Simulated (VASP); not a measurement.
# ZrC (I4/mmm) in VASP: further runs

Runs on ZrC. Level: PBE. Tasks: single point.

All numbers are computed with VASP 6.6.1; they aren't measurements. Logs are shortened: lines on timing, memory, paths and dates and some standing lists are left out, and cuts for length are marked.

## (1) The cell of the first run

The structure is tetragonal, space group I4/mmm (No. 139). Conventional cell: a = 3.324 Å, b = 3.324 Å, c = 5.076 Å, α = 90.00°, β = 90.00°, γ = 90.00°. Zr (site symmetry 4/mmm) has 6 C at 2.35 to 2.54 Å within 3.1 Å. Within 3.1 Å of C (site symmetry 4/mmm) lie 6 Zr at 2.35 to 2.54 Å.

## (2) Single point, PBE (strain +0.000 along x and y, +0.080 along z)

File INCAR:

```
SYSTEM = ZrC
PREC     = Accurate       ! precision mode
ENCUT    = 520            ! plane-wave cutoff, eV
EDIFF    = 1E-6           ! SCF threshold, eV
ISMEAR   = 0              ! smearing method
SIGMA    = 0.15           ! smearing width, eV
LREAL    = .FALSE.        ! projectors in reciprocal space
LASPH    = .TRUE.         ! aspherical terms in the spheres
NELM     = 60             ! most SCF steps
ALGO     = Normal         ! electronic algorithm
ISIF     = 2              ! what is computed and relaxed
LWAVE    = .FALSE.        ! write WAVECAR
LCHARG   = .TRUE.         ! write CHGCAR
GGA      = PE             ! functional
LELF     = .TRUE.         ! ELF
LVHAR    = .TRUE.       
NBANDS   = 15             ! bands
```

File KPOINTS:

```
Automatic mesh
0
G
  18 18 18
  0 0 0
```

File POSCAR:

```
ZrC
1.0
    0.0000000000      2.3502100000      2.5382268000
    2.3502100000      0.0000000000      2.5382268000
    2.3502100000      2.3502100000      0.0000000000
Zr C
1 1
Direct
    0.5000000000      0.5000000000      0.5000000000
    0.0000000000      0.0000000000      0.0000000000
```

Potentials or basis: VASP PAW PBE potentials, release 64 (Zr_sv, C).

On the command line:

```bash
> cat potpaw_PBE.64/Zr_sv/POTCAR potpaw_PBE.64/C/POTCAR > POTCAR
> mpirun -np 1 vasp_std > vasp.out
```

OUTCAR:

```text
SYSTEM = ZrC
   PREC = Accurate
   ENCUT = 520
   EDIFF = 1E-6
   ISMEAR = 0
   LREAL = .FALSE.
   LASPH = .TRUE.
   NELM = 60
   ISIF = 2
   GGA = PE

 ion  position               nearest neighbor table
   1  0.500  0.500  0.500-   2 2.35   2 2.35   2 2.35   2 2.35   2 2.54   2 2.54
   2  0.000  0.000  0.000-   1 2.35   1 2.35   1 2.35   1 2.35   1 2.54   1 2.54

  LATTYP: Found a body centered tetragonal cell.
 ALAT       =     3.3236988564
 C/A-ratio  =     1.5273506474

  Lattice vectors:

 A1 = (  -2.3502100000,   0.0000000000,   2.5382268000)
 A2 = (   2.3502100000,   0.0000000000,   2.5382268000)
 A3 = (   0.0000000000,   2.3502100000,  -2.5382268000)

Analysis of symmetry for initial positions (statically):
=====================================================================
 Subroutine PRICEL returns:
 Original cell was already a primitive cell.

 Routine SETGRP: Setting up the symmetry group for a
 body centered tetragonal supercell.

 Subroutine GETGRP returns: Found 16 space group operations
 (whereof 16 operations were pure point group operations)
 out of a pool of 16 trial point group operations.

The static configuration has the point symmetry D_4h.

Analysis of symmetry for dynamics (positions and initial velocities):
=====================================================================
 Subroutine PRICEL returns:
 Original cell was already a primitive cell.

 Routine SETGRP: Setting up the symmetry group for a
 body centered tetragonal supercell.

 Subroutine GETGRP returns: Found 16 space group operations
 (whereof 16 operations were pure point group operations)
 out of a pool of 16 trial point group operations.

The dynamic configuration has the point symmetry D_4h.

 Subroutine INISYM returns: Found 16 space group operations
 (whereof 16 operations are pure point group operations),
 and found     1 'primitive' translations

----------------------------------------------------------------------------------------

                                     Primitive cell

  volume of cell :      28.0397

  direct lattice vectors                    reciprocal lattice vectors
     0.000000000  2.350210000  2.538226800    -0.212746946  0.212746946  0.196987913
     2.350210000  0.000000000  2.538226800     0.212746946 -0.212746946  0.196987913
     2.350210000  2.350210000  0.000000000     0.212746946  0.212746946 -0.196987913

  length of vectors
     3.459202557  3.459202557  3.323698856     0.359620305  0.359620305  0.359620305

  position of ions in fractional coordinates (direct lattice)
     0.500000000  0.500000000  0.500000000
     0.000000000  0.000000000  0.000000000

  ion indices of the primitive-cell ions
   primitive index   ion index
                 1           1
                 2           2

----------------------------------------------------------------------------------------

 KPOINTS: Automatic mesh

Automatic generation of k-mesh.
 Grid dimensions read from file:
 generate k-points for:   18   18   18

 Generating k-lattice:

  Cartesian coordinates                     Fractional coordinates (reciprocal lattice)
    -0.011819275  0.011819275  0.010943773     0.055555556 -0.000000000  0.000000000
     0.011819275 -0.011819275  0.010943773    -0.000000000  0.055555556  0.000000000
     0.011819275  0.011819275 -0.010943773     0.000000000  0.000000000  0.055555556

  Length of vectors
     0.019978906  0.019978906  0.019978906

  Shift w.r.t. Gamma in fractional coordinates (k-lattice)
     0.000000000  0.000000000  0.000000000

 Subroutine IBZKPT returns following result:
 ===========================================

 Found    480 irreducible k-points:

 Following reciprocal coordinates:
            Coordinates               Weight
  0.000000  0.000000  0.000000      1.000000
  0.055556  0.000000  0.000000      8.000000
  0.111111  0.000000  0.000000      8.000000
  0.166667  0.000000  0.000000      8.000000
  0.222222 -0.000000  0.000000      8.000000
  0.277778  0.000000  0.000000      8.000000
[... 16 lines left out ...]
 -0.277778  0.055556  0.000000      8.000000
 -0.222222  0.055556  0.000000      8.000000
 [... further k-points ...]
   k-points           NKPTS =    480   k-points in BZ     NKDIM =    480   number of bands    NBANDS=     15
   number of dos      NEDOS =    301   number of ions     NIONS =      2
   total plane-waves  NPLWV =  21952
   dimension x,y,z NGX =    28 NGY =   28 NGZ =   28
   dimension x,y,z NGXF=    56 NGYF=   56 NGZF=   56
   ions per type =               1   1
   NGX,Y,Z   is equivalent  to a cutoff of  13.46, 13.46, 14.01 a.u.
   NGXF,Y,Z  is equivalent  to a cutoff of  26.91, 26.91, 28.01 a.u.
 SYSTEM =  ZrC
   PREC   = accura    normal or accurate (medium, high low for compatibility)
   ISTART =      0    job   : 0-new  1-cont  2-samecut
   ICHARG =      2    charge: 1-file 2-atom 10-const
   ISPIN  =      1    spin polarized calculation?
   LNONCOLLINEAR =      F non collinear calculations
   LSORBIT =      F    spin-orbit coupling
   LASPH  =      T    aspherical Exc in radial PAW
   ENCUT  =  520.0 eV  38.22 Ry    6.18 a.u.   6.43  6.43  6.18*2*pi/ulx,y,z
   NELM   =     60;   NELMIN=  2; NELMDL= -5     # of ELM steps
   EDIFF  = 0.1E-05   stopping-criterion for ELM
   LREAL  =      F    real-space projection
   EDIFFG = 0.1E-04   stopping-criterion for IOM
   NSW    =      0    number of steps for IOM
   IBRION =     -1    ionic relax: 0-MD 1-quasi-New 2-CG
   NFREE  =      0    steps in history (QN), initial steepest desc. (CG)
   ISIF   =      2    stress and relaxation
   ISYM   =      2    0-nonsym 1-usesym 2-fastsym
   POTIM  = 0.5000    time-step for ionic-motion
   TEBEG  =    0.0;   TEEND  =   0.0 temperature during run
   PSTRESS=    0.0 pullay stress
   NELECT =      16.0000    total number of electrons
   NUPDOWN=      -1.0000    fix difference up-down
   EMIN   =  10.00;   EMAX   =-10.00  energy-range for DOS
   EFERMI =   0.00;   METHOD = LEGACY
   ISMEAR =     0;   SIGMA  =   0.15  broadening in eV -4-tet -1-fermi 0-gaus
   EFERMI_NEDOS =   21; number of points for ismear=-14 and -15
   IALGO  =     38    algorithm
   IMIX   =      4    mixing-type and parameters
     AMIX     =   0.40;   BMIX     =  1.00
     AMIX_MAG =   1.60;   BMIX_MAG =  1.00
  volume/ion in A,a.u.               =      14.02        94.61
  Fermi-wavevector in a.u.,A,eV,Ry     =   1.357866  2.565995 25.086422  1.843800
  Thomas-Fermi vector in A             =   2.484748
   LORBIT       =      0    0 simple, 1 ext, 2 COOP (PROOUT), +10 PAW based schemes
   GGA     = PE    functional components
   LHFCALC =     F    Hartree Fock is set to
   AEXX    =    0.0000 exact exchange contribution
   IVDW    =     0    specifies the selected vdW correction
   LEPSILON=     F    determine dielectric tensor
   LRPA    =     F    only Hartree local field effects (RPA)
 non-spin polarized calculation
 Gauss-broadening in eV      SIGMA  =   0.15
  energy-cutoff  :      520.00
  volume of cell :       28.04
 maximum number of plane-waves:       773
 NGX is ok and might be reduce to    28
   NGX = 13   NGY = 13   NGZ = 13

 number of electron      16.0000000 magnetization

 Free energy of the ion-electron system (eV)
  ---------------------------------------------------
  ext. energy  EPLUGINS =         0.00000000
  ---------------------------------------------------
  free energy    TOTEN  =       -19.29838317 eV

  energy without entropy =      -19.29478044  energy(sigma->0) =      -19.29658181

 E-fermi :   8.7831     XC(G=0): -11.7464

 val. band max:        8.7831071656   @ k =   0.4444   0.3889   0.0000
 cond. band min:       8.7831850456   @ k =   0.1111   0.0556   0.0000
 fundamental gap:      0.0000778800
 Fermi energy:         8.7831218649

 k-point     1 :       0.0000    0.0000    0.0000
  band No.  band energies     occupation
      1     -39.6297      2.00000
      2     -17.4606      2.00000
      3     -17.3502      2.00000
      4     -17.3502      2.00000
      5      -2.2843      2.00000
      6       9.3778      0.00000
      7       9.4808      0.00000
      8       9.7639      0.00000
      9       9.7639      0.00000
     10      10.0727      0.00000
     11      10.0727      0.00000
     12      10.6747      0.00000
     13      11.7465      0.00000
     14      15.5684      0.00000
     15      19.1186      0.00000

 k-point     2 :       0.0556    0.0000    0.0000
  band No.  band energies     occupation
      1     -39.6275      2.00000
      2     -17.4682      2.00000
      3     -17.3665      2.00000
      4     -17.3510      2.00000
      5      -2.2215      2.00000
      6       8.9779      0.06637
      7       9.0423      0.01454
      8       9.3809      0.00000
      9       9.8627      0.00000
     10      10.1885      0.00000
     11      10.3503      0.00000
     12      11.1071      0.00000
     13      12.1429      0.00000
     14      15.7275      0.00000
     15      19.2918      0.00000

 k-point     3 :       0.1111    0.0000    0.0000
  band No.  band energies     occupation
      1     -39.6213      2.00000
      2     -17.4982      2.00000
      3     -17.4049      2.00000
      4     -17.3531      2.00000
      5      -2.0377      2.00000
      6       8.2044      2.00000
      7       8.4333      1.99903
      8       8.7289      1.39091
      9      10.0825      0.00000
     10      10.3788      0.00000
     11      10.6559      0.00000
     12      11.9280      0.00000
     13      12.9860      0.00000
     14      16.1511      0.00000
     15      19.7722      0.00000
[... 343 lines left out ...]
 k-point    23 :      -0.2778    0.0556    0.0000
  band No.  band energies     occupation
      1     -39.5809      2.00000
      2     -17.8204      2.00000
      3     -17.5152      2.00000
      4     -17.3569      2.00000
      5      -0.6814      2.00000
      6       5.4231      2.00000
      7       6.6750      2.00000
      8       6.6910      2.00000
      9      11.4150      0.00000
     10      11.5029      0.00000
     11      12.2510      0.00000
     12      14.2920      0.00000
     13      17.0157      0.00000
     14      17.6525      0.00000
     15      21.4389      0.00000

 k-point    24 :      -0.2222    0.0556    0.0000
  band No.  band energies     occupation
      1     -39.5931      2.00000
      2     -17.7116      2.00000
      3     -17.4995      2.00000
      4     -17.3522      2.00000
      5      -1.1296      2.00000
      6       6.1894      2.00000
      7       7.0867      2.00000
      8       7.1194      2.00000
      9      10.9907      0.00000
     10      11.1343      0.00000
     11      11.6894      0.00000
     12      13.4160      0.00000
     13      16.0161      0.00000
     14      17.6394      0.00000
     15      21.2070      0.00000

 [... further k-points ...]

------------------------ aborting loop because EDIFF is reached ----------------------------------------

  FORCE on cell =-STRESS in cart. coord.  units (eV):
  Direction    XX          YY          ZZ          XY          YZ          ZX
  --------------------------------------------------------------------------------------
  -------------------------------------------------------------------------------------
  Total       -0.9877111     -0.9877111     -4.0224814      0.0000000     -0.0000000      0.0000000
  in kB      -56.4373680    -56.4373680   -229.8427788      0.0000000     -0.0000000      0.0000000
  external PRESSURE =    -114.2391716 kB  Pullay stress =       0.0000000 kB

 VOLUME and BASIS-vectors are now :
 -----------------------------------------------------------------------------
  energy-cutoff  :      520.00
  volume of cell :       28.04
      direct lattice vectors                 reciprocal lattice vectors
     0.000000000  2.350210000  2.538226800    -0.212746946  0.212746946  0.196987913
     2.350210000  0.000000000  2.538226800     0.212746946 -0.212746946  0.196987913
     2.350210000  2.350210000  0.000000000     0.212746946  0.212746946 -0.196987913

 POSITION                                       TOTAL-FORCE (eV/Angst)
 -----------------------------------------------------------------------------------
      2.35021      2.35021      2.53823         0.000000     -0.000000      0.000000
      0.00000      0.00000      0.00000        -0.000000      0.000000     -0.000000
 -----------------------------------------------------------------------------------
    total drift:                                0.000000      0.000000      0.000000

  FREE ENERGIE OF THE ION-ELECTRON SYSTEM (eV)
  ---------------------------------------------------
  free  energy   TOTEN  =       -19.2983831699 eV

  energy  without entropy=      -19.2947804445  energy(sigma->0) =      -19.29658181
```

Run time: 6.9 min. Hardware: 1 thread of Intel Xeon 8259CL, shared host; peak memory 0.33 GiB.

Results:

* Free energy: -19.2984 eV
* Pressure: -11.4 GPa
* Band gap on the k mesh: zero (bands 8 and 9 overlap by 1.47 eV)

Levels at points of the mesh, in eV from the Fermi level:
| k point | band 4 | band 5 | band 6 | band 7 | band 8 | band 9 | band 10 | band 11 | band 12 | band 13 |
| --- | --- | --- | --- | --- | --- | --- | --- | --- | --- | --- |
| (0.00, 0.00, 0.00) | -26.13 | -11.07 | 0.59 | 0.70 | 0.98 | 0.98 | 1.29 | 1.29 | 1.89 | 2.96 |
| (0.50, 0.00, 0.00) | -26.16 | -8.31 | -5.03 | -2.83 | -2.70 | 3.90 | 4.31 | 4.95 | 6.09 | 8.35 |
| (0.50, 0.50, 0.00) | -26.30 | -9.93 | -2.62 | -1.48 | 0.22 | 0.22 | 4.04 | 5.04 | 5.04 | 6.60 |
| (0.50, 0.00, 0.50) | -26.42 | -9.88 | -1.92 | -1.57 | -0.24 | -0.04 | 3.89 | 4.68 | 5.50 | 7.42 |

Caveat: the cell differs from its parent crystal (strain +0.000 along x and y, +0.080 along z); the cell stands under tension.

## (3) Single point, PBE (strain +0.040 along x and y, +0.000 along z)

File INCAR:

```
SYSTEM = ZrC
PREC = Accurate
ENCUT = 520
EDIFF = 1E-6
ISMEAR = 0
SIGMA = 0.15
LREAL = .FALSE.
LASPH = .TRUE.
NELM = 60
ALGO = Normal
ISIF = 2
LWAVE = .FALSE.
LCHARG = .FALSE.
GGA = PE
NBANDS = 15
```

KPOINTS is that of step 2.

File POSCAR:

```
ZrC
1.0
    0.0000000000      2.4442184000      2.3502100000
    2.4442184000      0.0000000000      2.3502100000
    2.4442184000      2.4442184000      0.0000000000
Zr C
1 1
Direct
    0.5000000000      0.5000000000      0.5000000000
    0.0000000000      0.0000000000      0.0000000000
```

Potentials or basis: VASP PAW PBE potentials, release 64 (Zr_sv, C).

On the command line:

```bash
> cat potpaw_PBE.64/Zr_sv/POTCAR potpaw_PBE.64/C/POTCAR > POTCAR
> mpirun -np 1 vasp_std > vasp.out
```

OUTCAR:

```text
SYSTEM = ZrC
   PREC = Accurate
   ENCUT = 520
   EDIFF = 1E-6
   ISMEAR = 0
   LREAL = .FALSE.
   LASPH = .TRUE.
   NELM = 60
   ISIF = 2
   GGA = PE

 ion  position               nearest neighbor table
   1  0.500  0.500  0.500-   2 2.35   2 2.35   2 2.44   2 2.44   2 2.44   2 2.44
   2  0.000  0.000  0.000-   1 2.35   1 2.35   1 2.44   1 2.44   1 2.44   1 2.44

  LATTYP: Found a body centered tetragonal cell.
 ALAT       =     3.4566468107
 C/A-ratio  =     1.3598207331

  Lattice vectors:

 A1 = (   0.0000000000,  -2.4442184000,  -2.3502100000)
 A2 = (   0.0000000000,   2.4442184000,  -2.3502100000)
[... 612 lines left out ...]
     13      15.0443      0.00000
     14      16.9942      0.00000
     15      21.2339      0.00000

 [... further k-points ...]
[... 5 lines left out ...]
  --------------------------------------------------------------------------------------
  -------------------------------------------------------------------------------------
  Total       -2.9336398     -2.9336398     -1.0941320      0.0000000      0.0000000     -0.0000000
  in kB     -167.3788929   -167.3788929    -62.4257256      0.0000000      0.0000000     -0.0000000
  external PRESSURE =    -132.3945038 kB  Pullay stress =       0.0000000 kB

 VOLUME and BASIS-vectors are now :
 -----------------------------------------------------------------------------
  energy-cutoff  :      520.00
  volume of cell :       28.08
      direct lattice vectors                 reciprocal lattice vectors
     0.000000000  2.444218400  2.350210000    -0.204564371  0.204564371  0.212746946
     2.444218400  0.000000000  2.350210000     0.204564371 -0.204564371  0.212746946
     2.444218400  2.444218400  0.000000000     0.204564371  0.204564371 -0.212746946

 POSITION                                       TOTAL-FORCE (eV/Angst)
 -----------------------------------------------------------------------------------
      2.44422      2.44422      2.35021         0.000000      0.000000      0.000000
      0.00000      0.00000      0.00000        -0.000000     -0.000000      0.000000
 -----------------------------------------------------------------------------------
    total drift:                                0.000000      0.000000      0.000000

  FREE ENERGIE OF THE ION-ELECTRON SYSTEM (eV)
  ---------------------------------------------------
  free  energy   TOTEN  =       -19.3518048645 eV

  energy  without entropy=      -19.3482605933  energy(sigma->0) =      -19.35003273
```

It took 6.5 min on 1 thread of Intel Xeon 8259CL, shared host; peak memory 0.32 GiB.

Results:

```
Free energy            : -19.3518 eV
Pressure               : -13.2 GPa
Band gap on the k mesh : zero (bands 8 and 9 overlap by 1.52 eV)
```

Caveat: the cell differs from its parent crystal (strain +0.040 along x and y, +0.000 along z); the cell stands under tension.
